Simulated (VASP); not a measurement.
Wanted: the native input for a VASP 6.6.1 run.

| Item | Value |
| --- | --- |
| Task | single point |
| Functional | PBEsol |
| Potentials or basis | VASP PAW PBE potentials, release 64 (Si, N) |
| Cutoff | 520 eV |
| k mesh | 2 × 2 × 2 |
| Occupations | gaussian, width 0.02 eV |
| Spin | collinear spin, zero start |
| Starting moments | [0.0, 0.0, 0.0, 0.0, 0.0, 0.0, 0.0, 0.0, 0.0, 0.0, 0.0, 0.0, 0.0, 0.0, 0.0, 0.0, 0.0] μB |
| Dipole correction | no |
| Further INCAR settings | LREAL = Auto; ALGO = Normal; EDIFF = 1e-06; NBANDS = 52 |

The structure of Si16N (a cell with a defect) lies in POSCAR:

```
Si16N
1.0
    0.0000000000      5.4300000000      5.4300000000
    5.4300000000      0.0000000000      5.4300000000
    5.4300000000      5.4300000000      0.0000000000
Si N
16 1
Direct
    0.0113889503     -0.0141664825     -0.0114151013
    0.1079147330      0.1224476980      0.1292128913
   -0.0156055249     -0.0342837937      0.5001889503
    0.1536141805      0.0819664825      0.6150517495
    0.0010976059      0.4963559853     -0.0060138122
    0.1328837937      0.6100769797      0.1225307551
    0.0163864641      0.4583376611      0.4963151934
    0.1293107735      0.5951463168      0.6216973297
    0.4773061694      0.0173639963      0.0360757827
    0.6391703499      0.1235106814      0.1351607735
    0.5460916206     -0.0399748619      0.5003656538
    0.6235433702      0.1800807551      0.6748807551
    0.5067653775      0.4976662983     -0.0111289134
    0.6283390424      0.6469340700      0.0916333333
    0.4941269797      0.5194238490      0.4652936464
    0.6415790055      0.5900086556      0.6150125230
    0.7115488950      0.9694837017      0.5912242173
```

These files were run (other wordings do the same):

INCAR

```
SYSTEM = Si16N
ALGO     = Normal         ! electronic algorithm
EDIFF    = 1E-6           ! SCF threshold, eV
ENCUT    = 520            ! plane-wave cutoff, eV
GGA      = PS             ! functional
ISIF     = 2              ! what is computed and relaxed
ISMEAR   = 0              ! smearing method
ISPIN    = 2              ! spin polarisation
LASPH    = .TRUE.         ! aspherical terms in the spheres
LCHARG   = .TRUE.         ! write CHGCAR
LELF     = .TRUE.         ! ELF
LORBIT   = 11             ! projections on sites
LREAL    = Auto         
LVHAR    = .TRUE.       
LWAVE    = .FALSE.        ! write WAVECAR
MAGMOM   = 0 0 0 0 0 0 0 0 0 0 0 0 0 0 0 0 0 ! initial moments
NBANDS   = 52             ! bands
NELM     = 150            ! most SCF steps
PREC     = Accurate       ! precision mode
SIGMA    = 0.02           ! smearing width, eV
```

KPOINTS

```
k-points
0
G
  2 2 2
  0 0 0
```

Potentials or basis: VASP PAW PBE potentials, release 64 (Si, N).

Launch:

```console
$ cat potpaw_PBE.64/Si/POTCAR potpaw_PBE.64/N/POTCAR > POTCAR
$ mpirun -np 1 vasp_std > vasp.out
```

Results of the run:

```yaml
Pressure: 1.5 GPa
Largest_force: 0.059 eV/Å
Net_moment: 0.00 μB per cell
Valence_electrons_inside_the_program's_atomic_spheres: Si 1.69, 1.70, 1.63, 1.64, 1.71, 1.66, 1.68, 1.73; N 3.82
```

Caveat: the k points lie up to 0.50 Å⁻¹ apart; the PAW data sets were made with another functional, which shifts forces and pressure a little.

Run time: 8.2 min on 1 thread of AMD EPYC 9R14 (Zen 4), on a shared host, peak memory 0.67 GiB.
